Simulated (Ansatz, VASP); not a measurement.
Two plane-wave programs on KF

File INCAR:

```
SYSTEM = KF
PREC = Accurate
ENCUT = 520
EDIFF = 1E-7
ISMEAR = 0
SIGMA = 0.01
LREAL = .False.
LASPH = .True.
NELM = 100
ALGO = Normal
ISIF = 2
LWAVE = .False.
LCHARG = .False.
GGA = PE
NBANDS = 15
```

KPOINTS

```
regular mesh
0
Gamma
  6 6 6
  0 0 0
```

File POSCAR:

```
KF
1.0
    0.0000000000      2.9447736089      2.9447736089
    2.9447736089      0.0000000000      2.9447736089
    2.9447736089      2.9447736089      0.0000000000
K F
1 1
Direct
    0.0000000000      0.0000000000      0.0000000000
    0.2500000000      0.2500000000      0.2500000000
```

Input for Ansatz:

```yaml
crystal:
  lattice:
    - [0.0, 2.9447736089, 2.9447736089]
    - [2.9447736089, 0.0, 2.9447736089]
    - [2.9447736089, 2.9447736089, 0.0]
  atoms:
    - { symbol: K, position: [0.0, 0.0, 0.0] }
    - { symbol: F, position: [0.25, 0.25, 0.25] }
kpoints:
  mp_grid: { grid: [6, 6, 6] }
hamiltonian:
  xc: pbe
scf:
  occupations: { method: fixed }
  n_extra_bands: 4
output:
  forces: true
  stress: true
  eigenvalues: true
```

Alike in both runs: task single point; functional PBE; k mesh 6 × 6 × 6; no spin polarisation.

|  | VASP | Ansatz |
| --- | --- | --- |
| version | VASP 6.6.1 | Ansatz 0.2.0 |
| potentials or method | VASP PAW PBE potentials, release 64 (K_sv, F) | plane waves, PAW |
| plane-wave cutoff (eV) | 520 | 420 |
| occupations | gaussian, width 0.01 eV | fixed |
| valence electrons in the cell | 16 | 16 |

Ansatz gave:

| Item | Value |
| --- | --- |
| gap on the k mesh at the Fermi level (eV) | 5.14 |
| pressure (GPa) | 0.7 |

Task: What did VASP give for the same quantities?

Result: gap on the k mesh at the Fermi level (eV): 5.13; pressure (GPa): 0.7.
